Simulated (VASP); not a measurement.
# ScSi2 in VASP: a series of runs

Runs on ScSi2. Level: PBE. Tasks: electric field gradients.

Program: VASP 6.6.1. These are calculated values, not measurements. Logs are shortened: lines on timing, memory, paths and dates and some standing lists are left out, and cuts for length are marked.

### Step 1. The cell of the first run

Symmetry: P6/mmm, No. 191, hexagonal system. The conventional cell has a = 3.660 Å, b = 3.660 Å, c = 3.870 Å, α = 90.00°, β = 90.00°, γ = 120.00°. Within 3.8 Å of Sc (site symmetry 6/mmm) lie 12 Si at 2.87 Å and 6 Sc at 3.66 Å. Si (site symmetry -6m2) has 3 Si at 2.11 Å within 2.8 Å.

### Step 2. Electric field gradients, PBE

INCAR reads:

```
SYSTEM = ScSi2
ALGO     = Normal         ! electronic algorithm
EDIFF    = 1E-8           ! SCF threshold, eV
ENCUT    = 520            ! plane-wave cutoff, eV
GGA      = PE             ! functional
ISIF     = 2              ! what is computed and relaxed
ISMEAR   = -1             ! smearing method
LASPH    = .TRUE.         ! aspherical terms in the spheres
LCHARG   = .FALSE.        ! write CHGCAR
LEFG     = .TRUE.       
LREAL    = .FALSE.        ! projectors in reciprocal space
LWAVE    = .FALSE.        ! write WAVECAR
NBANDS   = 16             ! bands
NELM     = 100            ! most SCF steps
PREC     = Accurate       ! precision mode
SIGMA    = 0.05           ! smearing width, eV
```

KPOINTS reads:

```
k-points
0
G
  10 10 8
  0 0 0
```

POSCAR reads:

```
ScSi2
1.0
    3.6600000000      0.0000000000      0.0000000000
   -1.8300000000      3.1696529779      0.0000000000
    0.0000000000      0.0000000000      3.8700000000
Sc Si
1 2
Direct
    0.0000000000      0.0000000000      0.0000000000
    0.3333333333      0.6666666667      0.5000000000
    0.6666666667      0.3333333333      0.5000000000
```

Potentials or basis: VASP PAW PBE potentials, release 64 (Sc_sv, Si).

On the command line:

```console
$ cat potpaw_PBE.64/Sc_sv/POTCAR potpaw_PBE.64/Si/POTCAR > POTCAR
$ mpirun -np 1 vasp_std > vasp.out
```

OUTCAR:

```text
SYSTEM = ScSi2
   EDIFF = 1E-8
   ENCUT = 520
   GGA = PE
   ISIF = 2
   ISMEAR = -1
   LASPH = .TRUE.
   LREAL = .FALSE.
   NELM = 100
   PREC = Accurate

 ion  position               nearest neighbor table
   1  0.000  0.000  0.000-   2 2.87   3 2.87   2 2.87   3 2.87   3 2.87   3 2.87   2 2.87   2 2.87
                             3 2.87   3 2.87   2 2.87   2 2.87
   2  0.333  0.667  0.500-   3 2.11   3 2.11   3 2.11   1 2.87   1 2.87   1 2.87   1 2.87   1 2.87
                             1 2.87
   3  0.667  0.333  0.500-   2 2.11   2 2.11   2 2.11   1 2.87   1 2.87   1 2.87   1 2.87   1 2.87
                             1 2.87

  LATTYP: Found a hexagonal cell.
 ALAT       =     3.6600000000
 C/A-ratio  =     1.0573770492

  Lattice vectors:

 A1 = (   3.6600000000,   0.0000000000,   0.0000000000)
 A2 = (  -1.8300000000,   3.1696529779,   0.0000000000)
 A3 = (   0.0000000000,   0.0000000000,   3.8700000000)

Analysis of symmetry for initial positions (statically):
=====================================================================
 Subroutine PRICEL returns:
 Original cell was already a primitive cell.

 Routine SETGRP: Setting up the symmetry group for a
 hexagonal supercell.

 Subroutine GETGRP returns: Found 24 space group operations
 (whereof 24 operations were pure point group operations)
 out of a pool of 24 trial point group operations.

The static configuration has the point symmetry D_6h.

Analysis of symmetry for dynamics (positions and initial velocities):
=====================================================================
 Subroutine PRICEL returns:
 Original cell was already a primitive cell.

 Routine SETGRP: Setting up the symmetry group for a
 hexagonal supercell.

 Subroutine GETGRP returns: Found 24 space group operations
 (whereof 24 operations were pure point group operations)
 out of a pool of 24 trial point group operations.

The dynamic configuration has the point symmetry D_6h.

 Subroutine INISYM returns: Found 24 space group operations
 (whereof 24 operations are pure point group operations),
 and found     1 'primitive' translations

----------------------------------------------------------------------------------------

                                     Primitive cell

  volume of cell :      44.8956

  direct lattice vectors                    reciprocal lattice vectors
     3.660000000  0.000000000  0.000000000     0.273224044  0.157745975  0.000000000
    -1.830000000  3.169652978  0.000000000     0.000000000  0.315491950  0.000000000
     0.000000000  0.000000000  3.870000000     0.000000000  0.000000000  0.258397933

  length of vectors
     3.660000000  3.660000000  3.870000000     0.315491950  0.315491950  0.258397933

  position of ions in fractional coordinates (direct lattice)
     0.000000000  0.000000000  0.000000000
     0.333333333  0.666666667  0.500000000
     0.666666667  0.333333333  0.500000000

  ion indices of the primitive-cell ions
   primitive index   ion index
                 1           1
                 2           2
                 3           3

----------------------------------------------------------------------------------------

 KPOINTS: k-points

Automatic generation of k-mesh.
 Grid dimensions read from file:
 generate k-points for:   10   10    8

 Generating k-lattice:

  Cartesian coordinates                     Fractional coordinates (reciprocal lattice)
     0.027322404  0.015774598  0.000000000     0.100000000  0.000000000  0.000000000
     0.000000000  0.031549195  0.000000000     0.000000000  0.100000000  0.000000000
     0.000000000  0.000000000  0.032299742     0.000000000  0.000000000  0.125000000

  Length of vectors
     0.031549195  0.031549195  0.032299742

  Shift w.r.t. Gamma in fractional coordinates (k-lattice)
     0.000000000  0.000000000  0.000000000

 Subroutine IBZKPT returns following result:
 ===========================================

 Found     70 irreducible k-points:

 Following reciprocal coordinates:
            Coordinates               Weight
  0.000000  0.000000  0.000000      1.000000
  0.100000 -0.000000  0.000000      6.000000
  0.200000 -0.000000  0.000000      6.000000
  0.300000 -0.000000  0.000000      6.000000
  0.400000 -0.000000  0.000000      6.000000
  0.500000 -0.000000  0.000000      3.000000
[... 16 lines left out ...]
  0.300000  0.100000  0.125000     24.000000
  0.400000  0.100000  0.125000     24.000000
 [... further k-points ...]
   k-points           NKPTS =     70   k-points in BZ     NKDIM =     70   number of bands    NBANDS=     16
   number of dos      NEDOS =    301   number of ions     NIONS =      3
   total plane-waves  NPLWV =  23520
   dimension x,y,z NGX =    28 NGY =   28 NGZ =   30
   dimension x,y,z NGXF=    56 NGYF=   56 NGZF=   60
   ions per type =               1   2
   NGX,Y,Z   is equivalent  to a cutoff of  12.72, 12.72, 12.89 a.u.
   NGXF,Y,Z  is equivalent  to a cutoff of  25.44, 25.44, 25.77 a.u.
 SYSTEM =  ScSi2
   PREC   = accura    normal or accurate (medium, high low for compatibility)
   ISTART =      0    job   : 0-new  1-cont  2-samecut
   ICHARG =      2    charge: 1-file 2-atom 10-const
   ISPIN  =      1    spin polarized calculation?
   LNONCOLLINEAR =      F non collinear calculations
   LSORBIT =      F    spin-orbit coupling
   LASPH  =      T    aspherical Exc in radial PAW
   ENCUT  =  520.0 eV  38.22 Ry    6.18 a.u.   6.81  6.81  7.20*2*pi/ulx,y,z
   NELM   =    100;   NELMIN=  2; NELMDL= -5     # of ELM steps
   EDIFF  = 0.1E-07   stopping-criterion for ELM
   LREAL  =      F    real-space projection
   EDIFFG = 0.1E-06   stopping-criterion for IOM
   NSW    =      0    number of steps for IOM
   IBRION =     -1    ionic relax: 0-MD 1-quasi-New 2-CG
   NFREE  =      0    steps in history (QN), initial steepest desc. (CG)
   ISIF   =      2    stress and relaxation
   ISYM   =      2    0-nonsym 1-usesym 2-fastsym
   POTIM  = 0.5000    time-step for ionic-motion
   TEBEG  =    0.0;   TEEND  =   0.0 temperature during run
   PSTRESS=    0.0 pullay stress
   NELECT =      19.0000    total number of electrons
   NUPDOWN=      -1.0000    fix difference up-down
   EMIN   =  10.00;   EMAX   =-10.00  energy-range for DOS
   EFERMI =   0.00;   METHOD = LEGACY
   ISMEAR =    -1;   SIGMA  =   0.05  broadening in eV -4-tet -1-fermi 0-gaus
   EFERMI_NEDOS =   21; number of points for ismear=-14 and -15
   IALGO  =     38    algorithm
   IMIX   =      4    mixing-type and parameters
     AMIX     =   0.40;   BMIX     =  1.00
     AMIX_MAG =   1.60;   BMIX_MAG =  1.00
  volume/ion in A,a.u.               =      14.97       100.99
  Fermi-wavevector in a.u.,A,eV,Ry     =   1.229112  2.322685 20.554542  1.510716
  Thomas-Fermi vector in A             =   2.364012
   LORBIT       =      0    0 simple, 1 ext, 2 COOP (PROOUT), +10 PAW based schemes
   GGA     = PE    functional components
   LHFCALC =     F    Hartree Fock is set to
   AEXX    =    0.0000 exact exchange contribution
   IVDW    =     0    specifies the selected vdW correction
   LEPSILON=     F    determine dielectric tensor
   LRPA    =     F    only Hartree local field effects (RPA)
 non-spin polarized calculation
  energy-cutoff  :      520.00
  volume of cell :       44.90
 maximum number of plane-waves:      1220
 NGX is ok and might be reduce to    28
   NGX = 13   NGY = 13   NGZ = 15

 number of electron      19.0000001 magnetization

 Free energy of the ion-electron system (eV)
  ---------------------------------------------------
  ext. energy  EPLUGINS =         0.00000000
  ---------------------------------------------------
  free energy    TOTEN  =       -17.34821743 eV

  energy without entropy =      -17.33314607  energy(sigma->0) =      -17.34068175

 E-fermi :   9.2097     XC(G=0): -11.2380

 val. band max:        9.1722618443   @ k =   0.2000   0.1000   0.1250
 cond. band min:       9.2854707109   @ k =   0.4000   0.2000   0.1250
 fundamental gap:      0.1132088667
 Fermi energy:         9.2096564365

 k-point     1 :       0.0000    0.0000    0.0000
  band No.  band energies     occupation
      1     -40.3578      2.00000
      2     -19.0597      2.00000
      3     -18.9912      2.00000
      4     -18.9912      2.00000
      5      -4.6409      2.00000
      6       5.6632      2.00000
[... 8 lines left out ...]
     15      11.8903      0.00000
     16      11.8903      0.00000
[... 419 lines left out ...]
 k-point    24 :       0.4000    0.1000    0.1250
  band No.  band energies     occupation
      1     -40.3467      2.00000
      2     -19.1098      2.00000
      3     -19.0476      2.00000
      4     -19.0262      2.00000
      5      -1.8538      2.00000
      6      -0.1060      2.00000
[... 8 lines left out ...]
     15      12.8873      0.00000
     16      15.0638      0.00000

 [... further k-points ...]
[... 5 lines left out ...]
  --------------------------------------------------------------------------------------
  -------------------------------------------------------------------------------------
  Total       10.3935964     10.3935964      0.4398663      0.0000000      0.0000000     -0.0000000
  in kB      370.9135181    370.9135181     15.6973935      0.0000000      0.0000000     -0.0000000
  external PRESSURE =     252.5081432 kB  Pullay stress =       0.0000000 kB

 VOLUME and BASIS-vectors are now :
 -----------------------------------------------------------------------------
  energy-cutoff  :      520.00
  volume of cell :       44.90
      direct lattice vectors                 reciprocal lattice vectors
     3.660000000  0.000000000  0.000000000     0.273224044  0.157745975  0.000000000
    -1.830000000  3.169652978  0.000000000     0.000000000  0.315491950  0.000000000
     0.000000000  0.000000000  3.870000000     0.000000000  0.000000000  0.258397933

 POSITION                                       TOTAL-FORCE (eV/Angst)
 -----------------------------------------------------------------------------------
      0.00000      0.00000      0.00000         0.000000      0.000000      0.000000
     -0.00000      2.11310      1.93500         0.000000      0.000000      0.000000
      1.83000      1.05655      1.93500        -0.000000     -0.000000      0.000000
 -----------------------------------------------------------------------------------
    total drift:                               -0.000000      0.000000      0.000000

  FREE ENERGIE OF THE ION-ELECTRON SYSTEM (eV)
  ---------------------------------------------------
  free  energy   TOTEN  =       -17.3482174278 eV

  energy  without entropy=      -17.3331460743  energy(sigma->0) =      -17.34068175

 Electric field gradients (V/A^2)
---------------------------------------------------------------------
 ion       V_xx      V_yy      V_zz      V_xy      V_xz      V_yz
---------------------------------------------------------------------
   1       1.744     1.743    -3.487    -0.001    -0.000     0.000
   2      -7.097    -7.097    14.193     0.000     0.000     0.000
   3      -7.097    -7.097    14.193     0.000     0.000     0.000
---------------------------------------------------------------------

 Electric field gradients after diagonalization (V/A^2)
 (convention: |V_zz| > |V_xx| > |V_yy|)
----------------------------------------------------------------------
 ion       V_xx      V_yy      V_zz     asymmetry (V_yy - V_xx)/ V_zz
----------------------------------------------------------------------
   1       1.745     1.742    -3.487       0.001
   2      -7.097    -7.097    14.193       0.000
   3      -7.097    -7.097    14.193       0.000
----------------------------------------------------------------------

           NMR quadrupolar parameters

 Cq : quadrupolar parameter    Cq=e*Q*V_zz/h
 eta: asymmetry parameters     (V_yy - V_xx)/ V_zz
 Q  : nuclear electric quadrupole moment in mb (millibarn)
----------------------------------------------------------------------
 ion       Cq(MHz)       eta       Q (mb)
----------------------------------------------------------------------
   1      -0.008       0.001       1.000
   2       0.034       0.000       1.000
   3       0.034       0.000       1.000
----------------------------------------------------------------------
```

Run time: 66 s. Hardware: 1 thread of Intel Xeon Platinum 8259CL at 2.50GHz (Skylake/Cascade Lake), shared host; peak memory 0.19 GiB.

Results:

| Quantity | Value |
| --- | --- |
| Free energy | -17.3482 eV |
| Pressure | 25.3 GPa |

Stress tensor (GPa, compression positive):
```
37.09  0.00  0.00
 0.00 37.09  0.00
 0.00  0.00  1.57
```

Levels at points of the mesh, in eV from the Fermi level:
| k point | band 7 | band 8 | band 9 | band 10 | band 11 | band 12 |
| --- | --- | --- | --- | --- | --- | --- |
| (0.00, 0.00, 0.00) | -3.45 | -3.45 | -2.06 | 1.10 | 1.10 | 1.21 |
| (0.50, 0.00, 0.00) | -4.50 | -3.20 | -2.74 | 0.50 | 0.79 | 2.28 |
| (0.00, 0.00, 0.50) | -2.58 | -2.58 | -1.10 | -1.10 | 0.34 | 0.34 |
| (0.50, 0.00, 0.50) | -4.94 | -4.29 | -3.82 | -0.32 | 2.01 | 2.68 |

Electric field gradients, principal values (V/Å²):
| atom | least | middle | greatest (by size) |
| --- | --- | --- | --- |
| 1 Sc | 1.742 | 1.745 | -3.487 |
| 2 Si | -7.097 | -7.097 | 14.193 |
| 3 Si | -7.097 | -7.097 | 14.193 |

Caveat: without QUAD_EFG the Cq values of the log hold for a quadrupole moment of 1 mb, not for the nuclei.

(Part 1 of 2 ends here.)
